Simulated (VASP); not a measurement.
Write the native input for VASP 6.6.1 that does the following.

| Quantity | Value |
| --- | --- |
| Task | single point |
| Functional | LDA |
| Potentials or basis | VASP PAW LDA potentials, release 64 (Mg) |
| Cutoff | 520 eV |
| k mesh | 6 × 6 × 4 |
| Occupations | gaussian, width 0.1 eV |
| Spin | no spin polarisation |
| Dipole correction | no |
| Further INCAR settings | ALGO = Normal; EDIFF = 1e-07; NBANDS = 9 |

The structure of Mg lies in POSCAR:

```
Mg
1.0
    3.1720232900      0.0000000000      0.0000000000
   -1.5860116400      2.7470527500      0.0000000000
    0.0000000000      0.0000000000      5.1412049000
Mg
2
Direct
    0.3333333300      0.6666666700      0.2500000000
    0.6666666700      0.3333333300      0.7500000000
```

These files were run (other wordings do the same):

INCAR

```
SYSTEM = Mg
PREC = Accurate ; ENCUT = 520
EDIFF = 1E-7 ; ISMEAR = 0
SIGMA = 0.1 ; LREAL = .False.
LASPH = .True. ; NELM = 100
ALGO = Normal ; ISIF = 2
LWAVE = .False. ; LCHARG = .False.
GGA = CA ; NBANDS = 9
```

KPOINTS

```
Automatic mesh
0
Gamma
  6 6 4
  0 0 0
```

Potentials or basis: VASP PAW LDA potentials, release 64 (Mg).

Command:

```sh
$ cat potpaw_LDA.64/Mg/POTCAR > POTCAR
$ mpirun -np 1 vasp_std > vasp.out
```

It gave:

| Property | Result |
| --- | --- |
| Pressure | -1.6 GPa |
| Band gap on the k mesh | zero (band 2 reaches 2.94 eV, above the bottom of band 3 at 1.34 eV) |

Caveat: the k points lie up to 0.38 Å⁻¹ apart.

Run time: 5 s on 1 thread of Intel(R) Xeon(R) Platinum 8259CL CPU @ 2.50GHz (Skylake/Cascade Lake), on a shared host, peak memory 0.13 GiB.
